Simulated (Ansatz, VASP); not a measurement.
One calculation of Ta3H, two programs

```
CELL_PARAMETERS angstrom
4.60022 0.00000 0.00000
-2.30011 3.98391 0.00000
0.00000 0.00000 22.40177
ATOMIC_POSITIONS crystal
Ta 0.66667 0.33333 0.17856
Ta 0.33333 0.66667 0.22047
Ta 0.00000 0.00000 0.26239
Ta 0.66667 0.33333 0.30168
Ta 0.33333 0.66667 0.33854
Ta 0.00000 0.00000 0.37505
H 0.23345 0.66667 0.42371
H 0.43322 0.66667 0.42371
```

Alike in both runs: task single point; functional LDA; k mesh 6 × 6 × 1; occupations gaussian, width 0.1 eV; no spin polarisation.

```csv
,VASP,Ansatz
version,VASP 6.6.1,Ansatz 0.2.0
potentials or method,"VASP PAW LDA potentials, release 64 (Ta_pv, H), cutoff 520 eV","scalar-relativistic, plane waves, PAW"
valence electrons in the cell,68,80
```

VASP gave:

| Quantity | Value |
| --- | --- |
| gap on the k mesh at the Fermi level (eV) | none |
| rms of the force components (eV/Å) | 0.663 |
| work function, face that differs most (eV) | 3.48 |

Question: Estimate Ansatz's values.

Answer: gap on the k mesh at the Fermi level (eV): none; rms of the force components (eV/Å): 0.657; work function, face that differs most (eV): 3.47.

Ansatz warns that its potentials were made for another functional, while VASP's fit it. LDA's correlation is that of Perdew and Zunger in VASP and of Perdew and Wang (1992) in Ansatz. Atom by atom the forces differ by 0.024 eV/Å (rms over components). A gap of «none» marks a metal or a gap that the smearing closes. VASP's potentials hold 68 valence electrons a cell and Ansatz's 80, so a difference there can come from the potentials and not from the codes. Ansatz's warnings: xc potential rough in thin density.

Neither program's run includes spin-orbit coupling.
